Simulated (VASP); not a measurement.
# HfN (I4/mmm) in VASP: single point with PBEsol

Aim: the single point of HfN with PBEsol.

All numbers are computed with VASP 6.6.1; they aren't measurements. Logs are shortened: lines on timing, memory, paths and dates and some standing lists are left out, and cuts for length are marked.

**1. The cell of the first run**

It takes space group I4/mmm (No. 139, tetragonal). The conventional cell has a = 3.273 Å, b = 3.273 Å, c = 4.353 Å, α = 90.00°, β = 90.00°, γ = 90.00°. Hf (site symmetry 4/mmm) has 6 N at 2.18 to 2.31 Å within 2.9 Å. Within 2.9 Å of N (site symmetry 4/mmm) lie 6 Hf at 2.18 to 2.31 Å.

**2. Single point, PBEsol**

The input, INCAR:

```
SYSTEM = HfN
PREC = Accurate
ENCUT = 520
EDIFF = 1E-6
ISMEAR = 0
SIGMA = 0.1
LREAL = .FALSE.
LASPH = .TRUE.
NELM = 60
ALGO = Normal
ISIF = 2
LWAVE = .FALSE.
LCHARG = .FALSE.
GGA = PS
NBANDS = 14
ISYM = 0
```

The input, KPOINTS:

```
Automatic mesh
0
G
  11 11 16
  0 0 0
```

The input, POSCAR:

```
HfN
1.0
    3.2733713819      0.0000000000      0.0000000000
    0.0000000000      3.2733713819      0.0000000000
    1.6366856910      1.6366856910      2.1764794126
Hf N
1 1
Direct
    0.0000000000      0.0000000000      0.0000000000
    0.5000000000      0.5000000000      0.0000000000
```

Potentials or basis: VASP PAW PBE potentials, release 64 (Hf_pv, N).

The run is started by

```sh
> cat potpaw_PBE.64/Hf_pv/POTCAR potpaw_PBE.64/N/POTCAR > POTCAR
> mpirun -np 1 vasp_std > vasp.out
```

OUTCAR:

```text
SYSTEM = HfN
   PREC = Accurate
   ENCUT = 520
   EDIFF = 1E-6
   ISMEAR = 0
   LREAL = .FALSE.
   LASPH = .TRUE.
   NELM = 60
   ISIF = 2
   GGA = PS
   ISYM = 0

 ion  position               nearest neighbor table
   1  0.000  0.000  0.000-   2 2.18   2 2.18   2 2.31   2 2.31   2 2.31   2 2.31
   2  0.500  0.500  0.000-   1 2.18   1 2.18   1 2.31   1 2.31   1 2.31   1 2.31

IMPORTANT INFORMATION: All symmetrisations will be switched off!
NOSYMM: (Re-)initialisation of all symmetry stuff for point group C_1.

----------------------------------------------------------------------------------------

                                     Primitive cell

  volume of cell :      23.3209

  direct lattice vectors                    reciprocal lattice vectors
     3.273371382  0.000000000  0.000000000     0.305495431  0.000000000 -0.229728798
     0.000000000  3.273371382  0.000000000     0.000000000  0.305495431 -0.229728798
     1.636685691  1.636685691  2.176479413     0.000000000  0.000000000  0.459457597

  length of vectors
     3.273371382  3.273371382  3.177191013     0.382233932  0.382233932  0.459457597

  position of ions in fractional coordinates (direct lattice)
     0.000000000  0.000000000  0.000000000
     0.500000000  0.500000000  0.000000000

  ion indices of the primitive-cell ions
   primitive index   ion index
                 1           1
                 2           2

----------------------------------------------------------------------------------------

 KPOINTS: Automatic mesh

Automatic generation of k-mesh.
 Grid dimensions read from file:
 generate k-points for:   11   11   16

 Generating k-lattice:

  Cartesian coordinates                     Fractional coordinates (reciprocal lattice)
     0.027772312  0.000000000 -0.020884436     0.090909091  0.000000000  0.000000000
     0.000000000  0.027772312 -0.020884436     0.000000000  0.090909091  0.000000000
     0.000000000  0.000000000  0.028716100     0.000000000  0.000000000  0.062500000

  Length of vectors
     0.034748539  0.034748539  0.028716100

  Shift w.r.t. Gamma in fractional coordinates (k-lattice)
     0.000000000  0.000000000  0.000000000

 -----------------------------------------------------------------------------
|                                                                             |
|           W    W    AA    RRRRR   N    N  II  N    N   GGGG   !!!           |
|           W    W   A  A   R    R  NN   N  II  NN   N  G    G  !!!           |
|           W    W  A    A  R    R  N N  N  II  N N  N  G       !!!           |
|           W WW W  AAAAAA  RRRRR   N  N N  II  N  N N  G  GGG   !            |
|           WW  WW  A    A  R   R   N   NN  II  N   NN  G    G                |
|           W    W  A    A  R    R  N    N  II  N    N   GGGG   !!!           |
|                                                                             |
|     Your reciprocal lattice and k-lattice belong to different lattice       |
|     classes:                                                                |
|                                                                             |
|        The reciprocal lattice is body-centered tetragonal,                  |
|        whereas your k-lattice is base-centered monoclinic.                  |
|                                                                             |
|     Results are often still useful ...                                      |
|                                                                             |
 -----------------------------------------------------------------------------

 WARNING: IBZKPT: internal override: KBLOWUP is changed to .FALSE.
      ... skipping the blow-up phase ...

 Subroutine IBZKPT returns following result:
 ===========================================

 Found    969 irreducible k-points:

 Following reciprocal coordinates:
            Coordinates               Weight
  0.000000  0.000000  0.000000      1.000000
  0.090909  0.000000  0.000000      2.000000
  0.181818  0.000000 -0.000000      2.000000
  0.272727  0.000000 -0.000000      2.000000
  0.363636  0.000000  0.000000      2.000000
  0.454545  0.000000 -0.000000      2.000000
[... 16 lines left out ...]
  0.454545  0.181818 -0.000000      2.000000
 -0.454545  0.181818  0.000000      2.000000
 [... further k-points ...]
   k-points           NKPTS =    969   k-points in BZ     NKDIM =    969   number of bands    NBANDS=     14
   number of dos      NEDOS =    301   number of ions     NIONS =      2
   total plane-waves  NPLWV =  13824
   dimension x,y,z NGX =    24 NGY =   24 NGZ =   24
   dimension x,y,z NGXF=    48 NGYF=   48 NGZF=   48
   ions per type =               1   1
   NGX,Y,Z   is equivalent  to a cutoff of  12.19, 12.19, 12.56 a.u.
   NGXF,Y,Z  is equivalent  to a cutoff of  24.38, 24.38, 25.12 a.u.
 SYSTEM =  HfN
   PREC   = accura    normal or accurate (medium, high low for compatibility)
   ISTART =      0    job   : 0-new  1-cont  2-samecut
   ICHARG =      2    charge: 1-file 2-atom 10-const
   ISPIN  =      1    spin polarized calculation?
   LNONCOLLINEAR =      F non collinear calculations
   LSORBIT =      F    spin-orbit coupling
   LASPH  =      T    aspherical Exc in radial PAW
   ENCUT  =  520.0 eV  38.22 Ry    6.18 a.u.   6.09  6.09  5.91*2*pi/ulx,y,z
   NELM   =     60;   NELMIN=  2; NELMDL= -5     # of ELM steps
   EDIFF  = 0.1E-05   stopping-criterion for ELM
   LREAL  =      F    real-space projection
   EDIFFG = 0.1E-04   stopping-criterion for IOM
   NSW    =      0    number of steps for IOM
   IBRION =     -1    ionic relax: 0-MD 1-quasi-New 2-CG
   NFREE  =      0    steps in history (QN), initial steepest desc. (CG)
   ISIF   =      2    stress and relaxation
   ISYM   =      0    0-nonsym 1-usesym 2-fastsym
   POTIM  = 0.5000    time-step for ionic-motion
   TEBEG  =    0.0;   TEEND  =   0.0 temperature during run
   PSTRESS=    0.0 pullay stress
   NELECT =      15.0000    total number of electrons
   NUPDOWN=      -1.0000    fix difference up-down
   EMIN   =  10.00;   EMAX   =-10.00  energy-range for DOS
   EFERMI =   0.00;   METHOD = LEGACY
   ISMEAR =     0;   SIGMA  =   0.10  broadening in eV -4-tet -1-fermi 0-gaus
   EFERMI_NEDOS =   21; number of points for ismear=-14 and -15
   IALGO  =     38    algorithm
   IMIX   =      4    mixing-type and parameters
     AMIX     =   0.40;   BMIX     =  1.00
     AMIX_MAG =   1.60;   BMIX_MAG =  1.00
  volume/ion in A,a.u.               =      11.66        78.69
  Fermi-wavevector in a.u.,A,eV,Ry     =   1.413156  2.670478 27.170982  1.997011
  Thomas-Fermi vector in A             =   2.534831
   LORBIT       =      0    0 simple, 1 ext, 2 COOP (PROOUT), +10 PAW based schemes
   GGA     = PS    functional components
   LHFCALC =     F    Hartree Fock is set to
   AEXX    =    0.0000 exact exchange contribution
   IVDW    =     0    specifies the selected vdW correction
   LEPSILON=     F    determine dielectric tensor
   LRPA    =     F    only Hartree local field effects (RPA)
 non-spin polarized calculation
 Gauss-broadening in eV      SIGMA  =   0.10
  energy-cutoff  :      520.00
  volume of cell :       23.32
 maximum number of plane-waves:       641
   NGX = 13   NGY = 13   NGZ = 11

 number of electron      15.0000000 magnetization

 Free energy of the ion-electron system (eV)
  ---------------------------------------------------
  ext. energy  EPLUGINS =         0.00000000
  ---------------------------------------------------
  free energy    TOTEN  =       -22.88752980 eV

  energy without entropy =      -22.88509386  energy(sigma->0) =      -22.88631183

 E-fermi :   8.1145     XC(G=0): -12.8271

 val. band max:        8.1124455022   @ k =  -0.1818   0.0909   0.0625
 cond. band min:       8.1226398543   @ k =   0.0909   0.2727   0.5000
 fundamental gap:      0.0101943521
 Fermi energy:         8.1144878886

 k-point     1 :       0.0000    0.0000    0.0000
  band No.  band energies     occupation
      1     -23.0111      2.00000
      2     -23.0058      2.00000
      3     -22.9661      2.00000
      4      -9.2870      2.00000
      5       5.0226      2.00000
      6       5.0265      2.00000
      7       5.3493      2.00000
      8       7.5323      2.00000
      9       7.5371      2.00000
     10       8.2086      0.18328
     11       8.9491      0.00000
     12       9.5623      0.00000
     13      11.4071      0.00000
     14      17.6507      0.00000

 k-point     2 :       0.0909    0.0000    0.0000
  band No.  band energies     occupation
      1     -23.0782      2.00000
      2     -23.0185      2.00000
      3     -22.9817      2.00000
      4      -9.0974      2.00000
      5       4.2805      2.00000
      6       4.5536      2.00000
      7       4.8241      2.00000
      8       7.8052      1.99999
      9       7.8517      1.99980
     10       8.3626      0.00045
     11       9.6101      0.00000
     12      10.1539      0.00000
     13      12.0051      0.00000
     14      18.2831      0.00000

 k-point     3 :       0.1818    0.0000   -0.0000
  band No.  band energies     occupation
      1     -23.2871      2.00000
      2     -23.0457      2.00000
      3     -22.9941      2.00000
      4      -8.5769      2.00000
      5       2.8190      2.00000
      6       3.6702      2.00000
      7       3.8711      2.00000
      8       8.2371      0.08301
      9       8.6123      0.00000
     10       8.8508      0.00000
     11      11.0139      0.00000
     12      11.5389      0.00000
     13      13.3975      0.00000
     14      19.8560      0.00000
[... 324 lines left out ...]
 k-point    23 :       0.4545    0.1818   -0.0000
  band No.  band energies     occupation
      1     -23.8192      2.00000
      2     -23.2812      2.00000
      3     -23.0979      2.00000
      4      -6.9402      2.00000
      5       0.1207      2.00000
      6       2.1606      2.00000
      7       2.3747      2.00000
      8       9.5363      0.00000
      9      11.1952      0.00000
     10      12.1361      0.00000
     11      14.0628      0.00000
     12      16.0532      0.00000
     13      16.5511      0.00000
     14      19.0749      0.00000

 k-point    24 :      -0.4545    0.1818    0.0000
  band No.  band energies     occupation
      1     -23.7532      2.00000
      2     -23.2283      2.00000
      3     -23.1149      2.00000
      4      -7.2705      2.00000
      5       0.5041      2.00000
      6       2.3255      2.00000
      7       2.8576      2.00000
      8       8.1716      0.41934
      9      11.7714      0.00000
     10      12.2366      0.00000
     11      13.3932      0.00000
     12      15.1201      0.00000
     13      16.4904      0.00000
     14      18.7811      0.00000

 [... further k-points ...]

------------------------ aborting loop because EDIFF is reached ----------------------------------------

  FORCE on cell =-STRESS in cart. coord.  units (eV):
  Direction    XX          YY          ZZ          XY          YZ          ZX
  --------------------------------------------------------------------------------------
  -------------------------------------------------------------------------------------
  Total       -2.3544068     -2.3544072      2.1968250     -0.0192672      0.0125734      0.0125738
  in kB     -161.7509970   -161.7510249    150.9249078     -1.3236851      0.8638129      0.8638372
  external PRESSURE =     -57.5257047 kB  Pullay stress =       0.0000000 kB

 VOLUME and BASIS-vectors are now :
 -----------------------------------------------------------------------------
  energy-cutoff  :      520.00
  volume of cell :       23.32
      direct lattice vectors                 reciprocal lattice vectors
     3.273371382  0.000000000  0.000000000     0.305495431  0.000000000 -0.229728798
     0.000000000  3.273371382  0.000000000     0.000000000  0.305495431 -0.229728798
     1.636685691  1.636685691  2.176479413     0.000000000  0.000000000  0.459457597

 POSITION                                       TOTAL-FORCE (eV/Angst)
 -----------------------------------------------------------------------------------
      0.00000      0.00000      0.00000        -0.000000      0.000000     -0.000000
      1.63669      1.63669      0.00000         0.000000     -0.000000      0.000000
 -----------------------------------------------------------------------------------
    total drift:                                0.000000     -0.000000      0.000000

  FREE ENERGIE OF THE ION-ELECTRON SYSTEM (eV)
  ---------------------------------------------------
  free  energy   TOTEN  =       -22.8875297962 eV

  energy  without entropy=      -22.8850938612  energy(sigma->0) =      -22.88631183
```

Run time: 6 min. Hardware: 1 thread of AMD EPYC 7R13, shared host; peak memory 0.39 GiB.

Results:

| Quantity | Value |
| --- | --- |
| Free energy | -22.8875 eV |
| Pressure | -5.8 GPa |

Stress tensor (GPa, compression positive):
```
-16.18  -0.13   0.09
 -0.13 -16.18   0.09
  0.09   0.09  15.09
```

Levels at points of the mesh, in eV from the Fermi level:
```
           k point  band 5  band 6  band 7  band 8  band 9  band 10
(0.00, 0.00, 0.00)   -3.09   -3.09   -2.77   -0.58   -0.58     0.09
(0.00, 0.00, 0.50)   -4.94   -3.92   -3.86   -3.86    4.06     5.42
```

Caveat: the PAW data sets were made with another functional, which shifts forces and pressure a little; spin-orbit coupling is left out, which moves the levels of the heavy elements.
